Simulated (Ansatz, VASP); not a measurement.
# BAs in VASP and in Ansatz

Contents of POSCAR:

```
BAs
1.0
    0.0000000000      1.8957537063      1.8957537063
    1.8957537063      0.0000000000      1.8957537063
    1.8957537063      1.8957537063      0.0000000000
B As
1 1
Direct
    0.0000000000      0.0000000000      0.0000000000
    0.2500000000      0.2500000000      0.2500000000
```

Contents of INCAR.step1:

```
PREC = Accurate ; ENCUT = 520
ISMEAR = -1 ; SIGMA = 0.05
LREAL = False ; LASPH = True
NELM = 100 ; NBANDS = 11
GGA = PE ; ALGO = Normal
EDIFF = 1E-4 ; LWAVE = True
LCHARG = False
```

INCAR.step2

```
PREC = Accurate ; ENCUT = 520
EDIFF = 1E-8 ; ISMEAR = -1
SIGMA = 0.05 ; LREAL = False
LASPH = True ; NELM = 100
ALGO = Normal ; ISIF = 2
LWAVE = False ; LCHARG = False
METAGGA = R2SCAN ; LMIXTAU = True
LEFG = True ; NBANDS = 11
ISTART = 1
```

Contents of KPOINTS:

```
regular mesh
0
Gamma
  13 13 13
```

Input for Ansatz:

```yaml
crystal:
  lattice:
    - [0.0, 1.8957537063, 1.8957537063]
    - [1.8957537063, 0.0, 1.8957537063]
    - [1.8957537063, 1.8957537063, 0.0]
  atoms:
    - { symbol: B, position: [0.0, 0.0, 0.0] }
    - { symbol: As, position: [0.25, 0.25, 0.25] }
kpoints:
  mp_grid: { grid: [13, 13, 13] }
  band_path:
    path:
      - [0.0, 0.0, 0.0]
      - [-0.5, -0.5, 0.0]
      - [-0.375, -0.375, 0.25]
      - [-0.375, 0.0, 0.375]
      - [0.0, 0.0, 0.0]
      - [0.0, 0.0, 0.5]
      - [-0.5, -0.25, 0.25]
      - [-0.5, -0.5, 0.0]
    npoints: 6
scf:
  occupations: { method: fermi_dirac, width: 0.05 }
hamiltonian:
  xc: r2scan
  pseudopotentials: { kind: paw }
output:
  forces: true
  stress: true
  eigenvalues: true
  efg: { contact_densities: true }
  populations: true
```

Change from the starting cell: volume scaled by 0.5, PAW files.

Alike in both runs: task electric field gradients; functional r2SCAN; k mesh 13 × 13 × 13; occupations fermi-dirac, width 0.05 eV; no spin polarisation.

|  | VASP | Ansatz |
| --- | --- | --- |
| version | VASP 6.6.1 | Ansatz 0.2.0 |
| potentials or method | VASP PAW PBE potentials, release 64 (B, As) | PAW with Ansatz's default frozen-core files, scalar-relativistic |
| plane-wave cutoff (eV) | 520 | 500 |
| valence electrons in the cell | 8 | 18 |

```tsv
	VASP	Ansatz	Ansatz less VASP
pressure (GPa)	390.1	377.8	-12.36
```

VASP's potentials were made for PBE, not for r2SCAN. Both programs put the cell under a high pressure, so it lies far from rest at this level. VASP's potentials hold 8 valence electrons a cell and Ansatz's 18, so a difference there can come from the potentials and not from the codes.

Noted on VASP's run: the cell as given lies far from equilibrium.
